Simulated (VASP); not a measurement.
# AlN (Fm-3m) in VASP: a series of runs, part 2 of 2

VASP 6.6.1. Earlier steps stand in the parts before.

## (3) Single point, PBEsol

The COD entry that gives the cell may itself be a prediction, so a difference from it is no test against experiment.

This run uses another cell than the first one, of 7.33 Å³/atom, 1.043 times its volume.

Contents of INCAR:

```
SYSTEM = AlN
PREC = Accurate
ENCUT = 600
EDIFF = 1E-6
ISMEAR = 0
SIGMA = 0.01
LREAL = .FALSE.
LASPH = .TRUE.
NELM = 120
ALGO = Normal
ISIF = 2
LWAVE = .FALSE.
LCHARG = .TRUE.
GGA = PS
LELF = .TRUE.
LVHAR = .TRUE.
NBANDS = 11
GGA_COMPAT = .FALSE.
```

Contents of KPOINTS:

```
Automatic mesh
0
G
  7 7 7
  0 0 0
```

Contents of POSCAR:

```
AlN
1.0
    0.0000000000      1.9423886297      1.9423886297
    1.9423886297      0.0000000000      1.9423886297
    1.9423886297      1.9423886297      0.0000000000
Al N
1 1
Direct
    0.0000000000      0.0000000000      0.0000000000
    0.5000000000      0.5000000000      0.5000000000
```

Potentials or basis: VASP PAW PBE potentials, release 64 (Al, N).

On the command line:

```
> cat potpaw_PBE.64/Al/POTCAR potpaw_PBE.64/N/POTCAR > POTCAR
> mpirun -np 1 vasp_std > vasp.out
```

OUTCAR:

```text
SYSTEM = AlN
   PREC = Accurate
   ENCUT = 600
   EDIFF = 1E-6
   ISMEAR = 0
   LREAL = .FALSE.
   LASPH = .TRUE.
   NELM = 120
   ISIF = 2
   GGA = PS

 ion  position               nearest neighbor table
   1  0.000  0.000  0.000-   2 1.94   2 1.94   2 1.94   2 1.94   2 1.94   2 1.94
   2  0.500  0.500  0.500-   1 1.94   1 1.94   1 1.94   1 1.94   1 1.94   1 1.94

  LATTYP: Found a face centered cubic cell.
 ALAT       =     3.8847772594

  Lattice vectors:

 A1 = (   0.0000000000,   1.9423886297,   1.9423886297)
 A2 = (   1.9423886297,   0.0000000000,   1.9423886297)
[... 460 lines left out ...]

  FORCE on cell =-STRESS in cart. coord.  units (eV):
  Direction    XX          YY          ZZ          XY          YZ          ZX
  --------------------------------------------------------------------------------------
  -------------------------------------------------------------------------------------
  Total        3.6969161      3.6969161      3.6969161      0.0000000      0.0000000     -0.0000000
  in kB      404.1213578    404.1213578    404.1213578      0.0000000      0.0000000     -0.0000000
  external PRESSURE =     404.1213578 kB  Pullay stress =       0.0000000 kB

 VOLUME and BASIS-vectors are now :
 -----------------------------------------------------------------------------
  energy-cutoff  :      600.00
  volume of cell :       14.66
      direct lattice vectors                 reciprocal lattice vectors
     0.000000000  1.942388630  1.942388630    -0.257415016  0.257415016  0.257415016
     1.942388630  0.000000000  1.942388630     0.257415016 -0.257415016  0.257415016
     1.942388630  1.942388630  0.000000000     0.257415016  0.257415016 -0.257415016

 POSITION                                       TOTAL-FORCE (eV/Angst)
 -----------------------------------------------------------------------------------
      0.00000      0.00000      0.00000        -0.000000      0.000000      0.000000
      1.94239      1.94239      1.94239         0.000000     -0.000000     -0.000000
 -----------------------------------------------------------------------------------
    total drift:                               -0.000000     -0.000000      0.000000

  FREE ENERGIE OF THE ION-ELECTRON SYSTEM (eV)
  ---------------------------------------------------
  free  energy   TOTEN  =       -15.2314600797 eV

  energy  without entropy=      -15.2314600797  energy(sigma->0) =      -15.23146008
```

OSZICAR:

```text
N       E                     dE             d eps       ncg     rms          rms(c)
DAV:   1     0.130747458790E+02    0.13075E+02   -0.42841E+03   448   0.712E+02
DAV:   2    -0.162159112537E+02   -0.29291E+02   -0.28507E+02   525   0.171E+02
DAV:   3    -0.169858647853E+02   -0.76995E+00   -0.76872E+00   552   0.245E+01
DAV:   4    -0.169890590141E+02   -0.31942E-02   -0.31940E-02   482   0.164E+00
DAV:   5    -0.169890848348E+02   -0.25821E-04   -0.25820E-04   536   0.150E-01    0.788E+00
DAV:   6    -0.152882584837E+02    0.17008E+01   -0.63742E+00   493   0.147E+01    0.303E+00
DAV:   7    -0.152442226402E+02    0.44036E-01   -0.23965E-01   510   0.337E+00    0.190E+00
DAV:   8    -0.152317499868E+02    0.12473E-01   -0.12646E-02   467   0.111E+00    0.409E-01
DAV:   9    -0.152314466115E+02    0.30338E-03   -0.11694E-03   491   0.232E-01    0.187E-01
DAV:  10    -0.152314647240E+02   -0.18112E-04   -0.81591E-05   521   0.627E-02    0.541E-02
DAV:  11    -0.152314602023E+02    0.45216E-05   -0.13872E-05   488   0.239E-02    0.735E-03
DAV:  12    -0.152314600797E+02    0.12262E-06   -0.43034E-07   250   0.592E-03
   1 F= -.15231460E+02 E0= -.15231460E+02  d E =-.424403-107
```

Wall time 2.3 s (1 thread of Intel Xeon Platinum 8481C at 2.70GHz (Sapphire Rapids), shared host); peak memory 0.13 GiB.

What came out:

- Free energy: -15.2315 eV
- Pressure: 40.4 GPa
- Band gap on the k mesh: 5.09 eV, indirect (least direct gap 7.50 eV)

Levels at points of the mesh, in eV from the valence-band top:
```tsv
k point	band 1	band 2	band 3	band 4	band 5	band 6	band 7	band 8	band 9
(0.00, 0.00, 0.00)	-18.70	0.00	0.00	0.00	7.50	12.39	12.39	12.39	17.81
```

Caveat: the PAW data sets were made with another functional, which shifts forces and pressure a little.

## (4) Single point, PBEsol

This run uses another cell than the first one, of 7.63 Å³/atom, 1.087 times its volume.

Contents of INCAR:

```
  PREC = Accurate
  ENCUT = 600
  EDIFF = 1E-6
  ISMEAR = 0
  SIGMA = 0.01
  LREAL = F
  LASPH = T
  NELM = 120
  ALGO = Normal
  ISIF = 2
  LWAVE = F
  LCHARG = T
  GGA = PS
  LELF = T
  LVHAR = T
  NBANDS = 11
  GGA_COMPAT = F
```

Contents of KPOINTS:

```
Automatic mesh
0
Gamma
  7 7 7
```

Contents of POSCAR:

```
AlN
1.0
    0.0000000000      1.9690000000      1.9690000000
    1.9690000000      0.0000000000      1.9690000000
    1.9690000000      1.9690000000      0.0000000000
Al N
1 1
Direct
    0.0000000000      0.0000000000      0.0000000000
    0.5000000000      0.5000000000      0.5000000000
```

On the command line:

```
> cat potpaw_PBE.64/Al/POTCAR potpaw_PBE.64/N/POTCAR > POTCAR
> mpirun -np 1 vasp_std > vasp.out
```

Wall time 2.4 s (1 thread of Intel Xeon Platinum 8481C at 2.70GHz (Sapphire Rapids), shared host); peak memory 0.13 GiB.

Results (log left out):

```yaml
Free_energy: -15.3556 eV
Pressure: 24.7 GPa
Band_gap_on_the_k_mesh: 5.17 eV, indirect (least direct gap 6.85 eV)
```

Levels at points of the mesh, in eV from the valence-band top:
```tsv
k point	band 1	band 2	band 3	band 4	band 5	band 6	band 7	band 8
(0.00, 0.00, 0.00)	-18.30	0.00	0.00	0.00	6.85	12.27	12.27	12.27
```

Caveat: the PAW data sets were made with another functional, which shifts forces and pressure a little. A hybrid or GW would open this gap; PBEsol tends to underestimate it.

## (5) Single point, PBEsol

This run uses another cell than the first one, of 7.94 Å³/atom, 1.130 times its volume.

Contents of INCAR:

```
ALGO = Normal ; EDIFF = 1E-6
ENCUT = 600 ; GGA = PS
GGA_COMPAT = False ; ISIF = 2
ISMEAR = 0 ; LASPH = True
LCHARG = False ; LREAL = False
LWAVE = False ; NBANDS = 11
NELM = 120 ; PREC = Accurate
SIGMA = 0.01
```

Contents of KPOINTS:

```
k-points
0
Gamma
  7 7 7
```

Contents of POSCAR:

```
AlN
1.0
    0.0000000000      1.9949108661      1.9949108661
    1.9949108661      0.0000000000      1.9949108661
    1.9949108661      1.9949108661      0.0000000000
Al N
1 1
Direct
    0.0000000000      0.0000000000      0.0000000000
    0.5000000000      0.5000000000      0.5000000000
```

On the command line:

```
> cat potpaw_PBE.64/Al/POTCAR potpaw_PBE.64/N/POTCAR > POTCAR
> mpirun -np 1 vasp_std > vasp.out
```

It took 2.1 s on 1 thread of Intel Xeon Platinum 8481C at 2.70GHz (Sapphire Rapids), shared host; peak memory 0.13 GiB.

It converged, with:

| Item | Value |
| --- | --- |
| Free energy | -15.4251 eV |
| Pressure | 11.6 GPa |
| Band gap on the k mesh | 5.25 eV, indirect (least direct gap 6.26 eV) |

Levels at points of the mesh, in eV from the valence-band top:
```csv
k point,band 1,band 2,band 3,band 4,band 5,band 6,band 7,band 8,band 9
"(0.00, 0.00, 0.00)",-17.92,0.00,0.00,0.00,6.26,12.15,12.15,12.15,17.34
```

Caveat: the PAW data sets were made with another functional, which shifts forces and pressure a little.

## (6) Single point, PBEsol

This run uses another cell than the first one, of 8.24 Å³/atom, 1.174 times its volume.

Contents of INCAR:

```
  PREC = Accurate
  ENCUT = 600
  EDIFF = 1E-6
  ISMEAR = 0
  SIGMA = 0.01
  LREAL = F
  LASPH = T
  NELM = 120
  ALGO = Normal
  ISIF = 2
  LWAVE = F
  LCHARG = T
  GGA = PS
  LELF = T
  LVHAR = T
  NBANDS = 11
  GGA_COMPAT = F
```

Contents of KPOINTS:

```
regular mesh
0
Gamma
  7 7 7
```

Contents of POSCAR:

```
AlN
1.0
    0.0000000000      2.0201655834      2.0201655834
    2.0201655834      0.0000000000      2.0201655834
    2.0201655834      2.0201655834      0.0000000000
Al N
1 1
Direct
    0.0000000000      0.0000000000      0.0000000000
    0.5000000000      0.5000000000      0.5000000000
```

Potentials or basis: VASP PAW PBE potentials, release 64 (Al, N).

On the command line:

```
> cat potpaw_PBE.64/Al/POTCAR potpaw_PBE.64/N/POTCAR > POTCAR
> mpirun -np 1 vasp_std > vasp.out
```

Wall time 2.3 s (1 thread of Intel Xeon Platinum 8481C at 2.70GHz (Sapphire Rapids), shared host); peak memory 0.13 GiB.

Results (log left out):

```
Free energy            : -15.4490 eV
Pressure               : 0.7 GPa
Band gap on the k mesh : 4.89 eV, indirect (least direct gap 5.70 eV)
```

Levels at points of the mesh, in eV from the valence-band top:
```csv
k point,band 2,band 3,band 4,band 5,band 6,band 7
"(0.00, 0.00, 0.00)",0.00,0.00,0.00,5.70,12.03,12.03
```

Caveat: the PAW data sets were made with another functional, which shifts forces and pressure a little.

## (7) Summary

```tsv
cell	gap on the mesh (eV)	pressure (GPa)
a = 2.708 Å, angles 60.0°, 2 atoms	4.99	59.5
a = 2.747 Å, angles 60.0°, 2 atoms	5.09	40.4
a = 2.785 Å, angles 60.0°, 2 atoms	5.17	24.7
a = 2.821 Å, angles 60.0°, 2 atoms	5.25	11.6
a = 2.857 Å, angles 60.0°, 2 atoms	4.89	0.7
```

Alike in all rows: task single point; level PBEsol; potentials or basis VASP PAW PBE potentials, release 64 (Al, N); no spin polarisation; k mesh 7 × 7 × 7; cutoff (eV) 600; smearing gaussian 0.01 eV.

Caveats: the PAW data sets were made with another functional, which shifts forces and pressure a little.

Absolute energies hang on the potentials; compare differences alone.
